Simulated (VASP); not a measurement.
# SrO in VASP: notebook, part 2 of 2

VASP 6.6.1. The steps go on from the part before.

## (4) Single point, PBE (strained and its atoms moved)

Input file INCAR:

```
ALGO = Normal
EDIFF = 1E-6
ENCUT = 520
GGA = PE
ISIF = 2
ISMEAR = 0
LASPH = True
LCHARG = False
LREAL = False
LWAVE = False
NBANDS = 24
NELM = 80
PREC = Accurate
SIGMA = 0.02
```

Input file KPOINTS:

```
k-points
0
Gamma
  9 9 6
```

Input file POSCAR:

```
SrO
1.0
    4.3007342712      0.0000000000      0.0000000000
   -2.1503671356      3.7245451338      0.0000000000
    0.0000000000      0.0000000000      4.7220610073
Sr O
2 2
Direct
    0.3333333300      0.6666666700      0.9459226682
    0.6666666700      0.3333333300      0.4385418900
    0.3333333300      0.6666666700      0.4372849736
    0.6666666700      0.3333333300      0.9282504682
```

Potentials or basis: VASP PAW PBE potentials, release 64 (Sr_sv, O).

The run is started by

```console
cat potpaw_PBE.64/Sr_sv/POTCAR potpaw_PBE.64/O/POTCAR > POTCAR
mpirun -np 1 vasp_std > vasp.out
```

OUTCAR:

```text
EDIFF = 1E-6
   ENCUT = 520
   GGA = PE
   ISIF = 2
   ISMEAR = 0
   LASPH = True
   LREAL = False
   NELM = 80
   PREC = Accurate

 ion  position               nearest neighbor table
   1  0.333  0.667  0.946-   3 2.32   3 2.40   4 2.48   4 2.48   4 2.48   2 3.40   2 3.40   2 3.40
                             2 3.45   2 3.45   2 3.45
   2  0.667  0.333  0.439-   4 2.31   4 2.41   3 2.48   3 2.48   3 2.48   1 3.40   1 3.40   1 3.40
                             1 3.45   1 3.45   1 3.45
[... 852 lines left out ...]
  --------------------------------------------------------------------------------------
  -------------------------------------------------------------------------------------
  Total        2.0290643      2.0290643     11.3918333      0.0000000      0.0000000      0.0000000
  in kB       42.9792615     42.9792615    241.2996880      0.0000000      0.0000000      0.0000000
  external PRESSURE =     109.0860703 kB  Pullay stress =       0.0000000 kB

 VOLUME and BASIS-vectors are now :
 -----------------------------------------------------------------------------
  energy-cutoff  :      520.00
  volume of cell :       75.64
      direct lattice vectors                 reciprocal lattice vectors
     4.300734271  0.000000000  0.000000000     0.232518435  0.134244581  0.000000000
    -2.150367136  3.724545134  0.000000000     0.000000000  0.268489162  0.000000000
     0.000000000  0.000000000  4.722061007     0.000000000  0.000000000  0.211771936

 POSITION                                       TOTAL-FORCE (eV/Angst)
 -----------------------------------------------------------------------------------
     -0.00000      2.48303      4.46670        -0.000000      0.000000     -0.605693
      2.15037      1.24152      2.07082         0.000000      0.000000     -0.195603
     -0.00000      2.48303      2.06489        -0.000000      0.000000      0.284185
      2.15037      1.24152      4.38326         0.000000     -0.000000      0.517112
 -----------------------------------------------------------------------------------
    total drift:                                0.000000     -0.000000     -0.000041

  FREE ENERGIE OF THE ION-ELECTRON SYSTEM (eV)
  ---------------------------------------------------
  free  energy   TOTEN  =       -23.4174974667 eV

  energy  without entropy=      -23.4174974667  energy(sigma->0) =      -23.41749747
```

OSZICAR:

```text
N       E                     dE             d eps       ncg     rms          rms(c)
DAV:   1     0.198058741387E+03    0.19806E+03   -0.16527E+04  2976   0.126E+03
DAV:   2    -0.160541021277E+02   -0.21411E+03   -0.19988E+03  4120   0.293E+02
DAV:   3    -0.291950365639E+02   -0.13141E+02   -0.13055E+02  4624   0.665E+01
DAV:   4    -0.295968050487E+02   -0.40177E+00   -0.40151E+00  4176   0.944E+00
DAV:   5    -0.296018928008E+02   -0.50878E-02   -0.50877E-02  4248   0.105E+00    0.295E+01
DAV:   6    -0.237104034415E+02    0.58915E+01   -0.25438E+01  3400   0.279E+01    0.350E+01
DAV:   7    -0.235592416551E+02    0.15116E+00   -0.19013E+00  4160   0.774E+00    0.211E+01
DAV:   8    -0.234181884833E+02    0.14105E+00   -0.59821E-01  3616   0.527E+00    0.323E+00
DAV:   9    -0.234096652844E+02    0.85232E-02   -0.82606E-02  3888   0.181E+00    0.522E-01
DAV:  10    -0.234168484078E+02   -0.71831E-02   -0.89333E-03  3184   0.611E-01    0.348E-01
DAV:  11    -0.234170448388E+02   -0.19643E-03   -0.20636E-03  3848   0.268E-01    0.153E-01
DAV:  12    -0.234175028322E+02   -0.45799E-03   -0.10753E-03  3160   0.157E-01    0.565E-02
DAV:  13    -0.234174945965E+02    0.82357E-05   -0.11180E-04  3864   0.642E-02    0.263E-02
DAV:  14    -0.234174980131E+02   -0.34167E-05   -0.11600E-05  3472   0.204E-02    0.603E-03
DAV:  15    -0.234174974667E+02    0.54644E-06   -0.33702E-06  3224   0.111E-02
   1 F= -.23417497E+02 E0= -.23417497E+02  d E =-.877590E-13
```

stdout:

```text
POSCAR found type information on POSCAR SrO
 POSCAR found :  2 types and       4 ions
 scaLAPACK will be used
 LDA part: xc-table for (Slater+PW92), standard interpolation
 POSCAR, INCAR and KPOINTS ok, starting setup
 FFT: planning ... GRIDC
 FFT: planning ... GRID_SOFT
 FFT: planning ... GRID
 WAVECAR not read
 entering main loop
```

Run time: 98 s. Hardware: 1 thread of Intel Xeon Platinum 8259CL at 2.50GHz (Skylake/Cascade Lake), shared host; peak memory 0.24 GiB.

Results:

```
Free energy            : -23.4175 eV
Pressure               : 10.9 GPa
Largest force          : 0.606 eV/Å
Band gap on the k mesh : 2.32 eV, direct
```

Forces on the atoms (eV/Å):
```
Sr   0.000  0.000 -0.606
Sr   0.000  0.000 -0.196
O    0.000  0.000  0.284
O    0.000  0.000  0.517
```

Caveat: the cell differs from its parent crystal (strained and its atoms moved).

## (5) Summary

| level | cell | k mesh | gap on the mesh (eV) | pressure (GPa) | largest force (eV/Å) |
| --- | --- | --- | --- | --- | --- |
| r2SCAN | a = 4.290, b = 4.290, c = 5.184 Å, angles 90.0, 90.0, 120.0°, 4 atoms | 6 × 6 × 6 | 2.98 | -0.8 | - |
| PBE | a = 4.308, b = 4.308, c = 5.272 Å, angles 90.0, 90.0, 120.0°, 4 atoms | 9 × 9 × 6 | 2.57 | -1.0 | 0.17 |
| PBE | a = 4.301, b = 4.301, c = 4.722 Å, angles 90.0, 90.0, 120.0°, 4 atoms | 9 × 9 × 6 | 2.32 | 10.9 | 0.61 |

Alike in all rows: task single point; potentials or basis VASP PAW PBE potentials, release 64 (Sr_sv, O); no spin polarisation; cutoff (eV) 520; smearing gaussian 0.02 eV.

Caveats: the PAW data sets were made with another functional, which shifts forces and pressure a little (some runs).

Total energies depend on the potentials used, so only differences within one code and one set of settings carry meaning.
